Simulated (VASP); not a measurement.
# InAs (F-43m) in VASP: a series of runs

Runs on InAs. Level: PBE. Tasks: single point.

Everything below comes from runs of VASP 6.6.1. Logs are shortened: lines on timing, memory, paths and dates and some standing lists are left out, and cuts for length are marked.

### 1 The cell of the first run

Symmetry: F-43m, No. 216, cubic system. Conventional cell: a = 6.280 Å, b = 6.280 Å, c = 6.280 Å, α = 90.00°, β = 90.00°, γ = 90.00°. Within 3.6 Å of In (site symmetry -43m) lie 4 As at 2.72 Å. As (site symmetry -43m) has 4 In at 2.72 Å within 3.6 Å.

### 2 Single point, PBE (strain +0.015 along x and y, +0.015 along z)

The input, INCAR:

```
PREC = Accurate ; ENCUT = 520
EDIFF = 1E-6 ; ISMEAR = 0
SIGMA = 0.15 ; LREAL = F
LASPH = T ; NELM = 100
ALGO = Normal ; ISIF = 2
LWAVE = F ; LCHARG = F
GGA = PE ; NBANDS = 16
```

The input, KPOINTS:

```
regular mesh
0
Gamma
  16 16 16
```

The input, POSCAR:

```
InAs
1.0
    0.0000000000      3.1397803528      3.1397803528
    3.1397803528      0.0000000000      3.1397803528
    3.1397803528      3.1397803528      0.0000000000
In As
1 1
Direct
    0.0000000000      0.0000000000      0.0000000000
    0.7500000000      0.7500000000      0.7500000000
```

Potentials or basis: VASP PAW PBE potentials, release 64 (In_d, As).

Command:

```
> cat potpaw_PBE.64/In_d/POTCAR potpaw_PBE.64/As/POTCAR > POTCAR
> mpirun -np 1 vasp_std > vasp.out
```

OUTCAR:

```text
PREC = Accurate
   ENCUT = 520
   EDIFF = 1E-6
   ISMEAR = 0
   LREAL = F
   LASPH = T
   NELM = 100
   ISIF = 2
   GGA = PE

 ion  position               nearest neighbor table
   1  0.000  0.000  0.000-   2 2.72   2 2.72   2 2.72   2 2.72
   2  0.750  0.750  0.750-   1 2.72   1 2.72   1 2.72   1 2.72

  LATTYP: Found a face centered cubic cell.
 ALAT       =     6.2795607056

  Lattice vectors:

 A1 = (   0.0000000000,   3.1397803528,   3.1397803528)
 A2 = (   3.1397803528,   0.0000000000,   3.1397803528)
 A3 = (   3.1397803528,   3.1397803528,   0.0000000000)

Analysis of symmetry for initial positions (statically):
=====================================================================
 Subroutine PRICEL returns:
 Original cell was already a primitive cell.

 Routine SETGRP: Setting up the symmetry group for a
 face centered cubic supercell.

 Subroutine GETGRP returns: Found 24 space group operations
 (whereof 24 operations were pure point group operations)
 out of a pool of 48 trial point group operations.

The static configuration has the point symmetry T_d .

Analysis of symmetry for dynamics (positions and initial velocities):
=====================================================================
 Subroutine PRICEL returns:
 Original cell was already a primitive cell.

 Routine SETGRP: Setting up the symmetry group for a
 face centered cubic supercell.

 Subroutine GETGRP returns: Found 24 space group operations
 (whereof 24 operations were pure point group operations)
 out of a pool of 48 trial point group operations.

The dynamic configuration has the point symmetry T_d .

 Subroutine INISYM returns: Found 24 space group operations
 (whereof 24 operations are pure point group operations),
 and found     1 'primitive' translations

----------------------------------------------------------------------------------------

                                     Primitive cell

  volume of cell :      61.9053

  direct lattice vectors                    reciprocal lattice vectors
     0.000000000  3.139780353  3.139780353    -0.159246808  0.159246808  0.159246808
     3.139780353  0.000000000  3.139780353     0.159246808 -0.159246808  0.159246808
     3.139780353  3.139780353  0.000000000     0.159246808  0.159246808 -0.159246808

  length of vectors
     4.440319958  4.440319958  4.440319958     0.275823563  0.275823563  0.275823563

  position of ions in fractional coordinates (direct lattice)
     0.000000000  0.000000000  0.000000000
     0.750000000  0.750000000  0.750000000

  ion indices of the primitive-cell ions
   primitive index   ion index
                 1           1
                 2           2

----------------------------------------------------------------------------------------

 KPOINTS: regular mesh

Automatic generation of k-mesh.
 Grid dimensions read from file:
 generate k-points for:   16   16   16

 Generating k-lattice:

  Cartesian coordinates                     Fractional coordinates (reciprocal lattice)
    -0.009952926  0.009952926  0.009952926     0.062500000  0.000000000  0.000000000
     0.009952926 -0.009952926  0.009952926     0.000000000  0.062500000  0.000000000
     0.009952926  0.009952926 -0.009952926     0.000000000  0.000000000  0.062500000

  Length of vectors
     0.017238973  0.017238973  0.017238973

  Shift w.r.t. Gamma in fractional coordinates (k-lattice)
     0.000000000  0.000000000  0.000000000

 Subroutine IBZKPT returns following result:
 ===========================================

 Found    145 irreducible k-points:

 Following reciprocal coordinates:
            Coordinates               Weight
  0.000000  0.000000  0.000000      1.000000
  0.062500  0.000000  0.000000      8.000000
  0.125000  0.000000  0.000000      8.000000
  0.187500  0.000000  0.000000      8.000000
  0.250000  0.000000  0.000000      8.000000
  0.312500  0.000000  0.000000      8.000000
[... 16 lines left out ...]
 -0.125000  0.062500  0.000000     24.000000
 -0.062500  0.062500  0.000000     12.000000
 [... further k-points ...]
   k-points           NKPTS =    145   k-points in BZ     NKDIM =    145   number of bands    NBANDS=     16
   number of dos      NEDOS =    301   number of ions     NIONS =      2
   total plane-waves  NPLWV =  46656
   dimension x,y,z NGX =    36 NGY =   36 NGZ =   36
   dimension x,y,z NGXF=    72 NGYF=   72 NGZF=   72
   ions per type =               1   1
   NGX,Y,Z   is equivalent  to a cutoff of  13.48, 13.48, 13.48 a.u.
   NGXF,Y,Z  is equivalent  to a cutoff of  26.96, 26.96, 26.96 a.u.
 SYSTEM =  unknown system
   PREC   = accura    normal or accurate (medium, high low for compatibility)
   ISTART =      0    job   : 0-new  1-cont  2-samecut
   ICHARG =      2    charge: 1-file 2-atom 10-const
   ISPIN  =      1    spin polarized calculation?
   LNONCOLLINEAR =      F non collinear calculations
   LSORBIT =      F    spin-orbit coupling
   LASPH  =      T    aspherical Exc in radial PAW
   ENCUT  =  520.0 eV  38.22 Ry    6.18 a.u.   8.26  8.26  8.26*2*pi/ulx,y,z
   NELM   =    100;   NELMIN=  2; NELMDL= -5     # of ELM steps
   EDIFF  = 0.1E-05   stopping-criterion for ELM
   LREAL  =      F    real-space projection
[... 7 lines left out ...]
   TEBEG  =    0.0;   TEEND  =   0.0 temperature during run
   PSTRESS=    0.0 pullay stress
   NELECT =      18.0000    total number of electrons
   NUPDOWN=      -1.0000    fix difference up-down
   EMIN   =  10.00;   EMAX   =-10.00  energy-range for DOS
   EFERMI =   0.00;   METHOD = LEGACY
   ISMEAR =     0;   SIGMA  =   0.15  broadening in eV -4-tet -1-fermi 0-gaus
   EFERMI_NEDOS =   21; number of points for ismear=-14 and -15
   IALGO  =     38    algorithm
   IMIX   =      4    mixing-type and parameters
     AMIX     =   0.40;   BMIX     =  1.00
     AMIX_MAG =   1.60;   BMIX_MAG =  1.00
  volume/ion in A,a.u.               =      30.95       208.88
  Fermi-wavevector in a.u.,A,eV,Ry     =   1.084567  2.049535 16.004338  1.176286
  Thomas-Fermi vector in A             =   2.220660
   LORBIT       =      0    0 simple, 1 ext, 2 COOP (PROOUT), +10 PAW based schemes
   GGA     = PE    functional components
   LHFCALC =     F    Hartree Fock is set to
   AEXX    =    0.0000 exact exchange contribution
   IVDW    =     0    specifies the selected vdW correction
   LEPSILON=     F    determine dielectric tensor
   LRPA    =     F    only Hartree local field effects (RPA)
 non-spin polarized calculation
 Gauss-broadening in eV      SIGMA  =   0.15
  energy-cutoff  :      520.00
  volume of cell :       61.91
 maximum number of plane-waves:      1700
 NGX is ok and might be reduce to    36
   NGX = 17   NGY = 17   NGZ = 17

 number of electron      18.0000001 magnetization

 Free energy of the ion-electron system (eV)
  ---------------------------------------------------
  ext. energy  EPLUGINS =         0.00000000
  ---------------------------------------------------
  free energy    TOTEN  =        -7.70386211 eV

  energy without entropy =       -7.70369229  energy(sigma->0) =       -7.70377720

 E-fermi :   3.5878     XC(G=0):  -8.6060

 val. band max:        3.4328467737   @ k =   0.0000   0.0000   0.0000
 cond. band min:       3.7940779220   @ k =   0.0625   0.0000   0.0000
 fundamental gap:      0.3612311483
 Fermi energy:         3.5877760683

 k-point     1 :       0.0000    0.0000    0.0000
  band No.  band energies     occupation
      1     -10.7694      2.00000
      2     -10.7694      2.00000
      3     -10.7694      2.00000
      4     -10.6841      2.00000
      5     -10.6841      2.00000
      6      -7.7588      2.00000
[... 8 lines left out ...]
     15      12.8235      0.00000
     16      12.8235      0.00000

 k-point     2 :       0.0625    0.0000    0.0000
  band No.  band energies     occupation
      1     -10.7725      2.00000
      2     -10.7684      2.00000
      3     -10.7684      2.00000
      4     -10.6841      2.00000
      5     -10.6841      2.00000
      6      -7.7257      2.00000
[... 8 lines left out ...]
     15      12.4898      0.00000
     16      12.4898      0.00000

 k-point     3 :       0.1250    0.0000    0.0000
  band No.  band energies     occupation
      1     -10.7813      2.00000
      2     -10.7656      2.00000
      3     -10.7656      2.00000
      4     -10.6841      2.00000
      5     -10.6841      2.00000
      6      -7.6284      2.00000
[... 8 lines left out ...]
     15      12.0681      0.00000
     16      12.0681      0.00000

 k-point     4 :       0.1875    0.0000    0.0000
  band No.  band energies     occupation
      1     -10.7941      2.00000
      2     -10.7615      2.00000
      3     -10.7615      2.00000
      4     -10.6839      2.00000
      5     -10.6839      2.00000
      6      -7.4737      2.00000
[... 8 lines left out ...]
     15      11.8228      0.00000
     16      11.8228      0.00000

 k-point     5 :       0.2500    0.0000    0.0000
  band No.  band energies     occupation
      1     -10.8089      2.00000
      2     -10.7572      2.00000
      3     -10.7572      2.00000
      4     -10.6831      2.00000
      5     -10.6831      2.00000
      6      -7.2742      2.00000
[... 8 lines left out ...]
     15      11.8295      0.00000
     16      11.8295      0.00000

 k-point     6 :       0.3125    0.0000    0.0000
  band No.  band energies     occupation
      1     -10.8233      2.00000
      2     -10.7533      2.00000
      3     -10.7533      2.00000
      4     -10.6819      2.00000
      5     -10.6819      2.00000
      6      -7.0505      2.00000
[... 8 lines left out ...]
     15      12.1155      0.00000
     16      12.1155      0.00000

 k-point     7 :       0.3750    0.0000    0.0000
  band No.  band energies     occupation
      1     -10.8353      2.00000
      2     -10.7505      2.00000
      3     -10.7505      2.00000
      4     -10.6804      2.00000
      5     -10.6804      2.00000
      6      -6.8351      2.00000
[... 8 lines left out ...]
     15      12.6450      0.00000
     16      12.6450      0.00000

 k-point     8 :       0.4375    0.0000    0.0000
  band No.  band energies     occupation
      1     -10.8432      2.00000
      2     -10.7489      2.00000
      3     -10.7489      2.00000
      4     -10.6791      2.00000
      5     -10.6791      2.00000
      6      -6.6732      2.00000
[... 8 lines left out ...]
     15      13.3157      0.00000
     16      13.3157      0.00000

 k-point     9 :       0.5000    0.0000    0.0000
  band No.  band energies     occupation
      1     -10.8460      2.00000
      2     -10.7483      2.00000
      3     -10.7483      2.00000
      4     -10.6786      2.00000
      5     -10.6786      2.00000
      6      -6.6120      2.00000
[... 8 lines left out ...]
     15      13.7606      0.00000
     16      13.7606      0.00000
[... 172 lines left out ...]
 k-point    19 :      -0.3750    0.0625    0.0000
  band No.  band energies     occupation
      1     -10.8397      2.00000
      2     -10.7491      2.00000
      3     -10.7486      2.00000
      4     -10.6813      2.00000
      5     -10.6793      2.00000
      6      -6.7514      2.00000
[... 8 lines left out ...]
     15      12.4296      0.00000
     16      13.4300      0.00000

 k-point    20 :      -0.3125    0.0625    0.0000
  band No.  band energies     occupation
      1     -10.8293      2.00000
      2     -10.7519      2.00000
      3     -10.7506      2.00000
      4     -10.6832      2.00000
      5     -10.6802      2.00000
      6      -6.9526      2.00000
[... 8 lines left out ...]
     15      11.8411      0.00000
     16      12.8675      0.00000

 k-point    21 :      -0.2500    0.0625    0.0000
  band No.  band energies     occupation
      1     -10.8160      2.00000
      2     -10.7558      2.00000
      3     -10.7537      2.00000
      4     -10.6846      2.00000
      5     -10.6813      2.00000
      6      -7.1759      2.00000
[... 8 lines left out ...]
     15      11.6656      0.00000
     16      12.4914      0.00000

 k-point    22 :      -0.1875    0.0625    0.0000
  band No.  band energies     occupation
      1     -10.8016      2.00000
      2     -10.7602      2.00000
      3     -10.7576      2.00000
      4     -10.6853      2.00000
      5     -10.6823      2.00000
      6      -7.3846      2.00000
[... 8 lines left out ...]
     15      11.7280      0.00000
     16      12.3151      0.00000

 k-point    23 :      -0.1250    0.0625    0.0000
  band No.  band energies     occupation
      1     -10.7883      2.00000
      2     -10.7644      2.00000
      3     -10.7618      2.00000
      4     -10.6853      2.00000
      5     -10.6830      2.00000
      6      -7.5546      2.00000
[... 8 lines left out ...]
     15      11.6681      0.00000
     16      12.0988      0.00000

 k-point    24 :      -0.0625    0.0625    0.0000
  band No.  band energies     occupation
      1     -10.7780      2.00000
      2     -10.7673      2.00000
      3     -10.7657      2.00000
      4     -10.6848      2.00000
      5     -10.6836      2.00000
      6      -7.6711      2.00000
[... 8 lines left out ...]
     15      11.9750      0.00000
     16      12.3510      0.00000

 [... further k-points ...]
[... 5 lines left out ...]
  --------------------------------------------------------------------------------------
  -------------------------------------------------------------------------------------
  Total       -0.7428671     -0.7428671     -0.7428671      0.0000000      0.0000000     -0.0000000
  in kB      -19.2262213    -19.2262213    -19.2262213      0.0000000      0.0000000     -0.0000000
  external PRESSURE =     -19.2262213 kB  Pullay stress =       0.0000000 kB

 VOLUME and BASIS-vectors are now :
 -----------------------------------------------------------------------------
  energy-cutoff  :      520.00
  volume of cell :       61.91
      direct lattice vectors                 reciprocal lattice vectors
     0.000000000  3.139780353  3.139780353    -0.159246808  0.159246808  0.159246808
     3.139780353  0.000000000  3.139780353     0.159246808 -0.159246808  0.159246808
     3.139780353  3.139780353  0.000000000     0.159246808  0.159246808 -0.159246808

 POSITION                                       TOTAL-FORCE (eV/Angst)
 -----------------------------------------------------------------------------------
      0.00000      0.00000      0.00000         0.000000      0.000000      0.000000
      4.70967      4.70967      4.70967        -0.000000     -0.000000     -0.000000
 -----------------------------------------------------------------------------------
    total drift:                                0.000000      0.000000      0.000000

  FREE ENERGIE OF THE ION-ELECTRON SYSTEM (eV)
  ---------------------------------------------------
  free  energy   TOTEN  =        -7.7038621065 eV

  energy  without entropy=       -7.7036922907  energy(sigma->0) =       -7.70377720
```

It took 58 s on 1 thread of Intel Xeon 6975P-C (Granite Rapids), shared host; peak memory 0.29 GiB.

Results:

```yaml
Free_energy: -7.7039 eV
Pressure: -1.9 GPa
Band_gap_on_the_k_mesh: zero (filled and empty bands touch)
```

Levels at points of the mesh, in eV from the Fermi level:
| k point | band 5 | band 6 | band 7 | band 8 | band 9 | band 10 | band 11 | band 12 | band 13 | band 14 |
| --- | --- | --- | --- | --- | --- | --- | --- | --- | --- | --- |
| (0.00, 0.00, 0.00) | -14.27 | -11.35 | -0.92 | -0.15 | -0.15 | -0.15 | 3.69 | 3.69 | 3.69 | 6.97 |
| (0.50, 0.00, 0.00) | -14.27 | -10.20 | -5.39 | -0.99 | -0.99 | 0.57 | 4.44 | 4.44 | 6.50 | 8.33 |
| (0.50, 0.50, 0.00) | -14.26 | -9.77 | -5.54 | -2.12 | -2.12 | 1.56 | 1.86 | 8.34 | 8.34 | 8.34 |

Caveat: the cell differs from its parent crystal (strain +0.015 along x and y, +0.015 along z); spin-orbit coupling is left out, which moves the levels of the heavy elements.

[end of part 1 of 2]
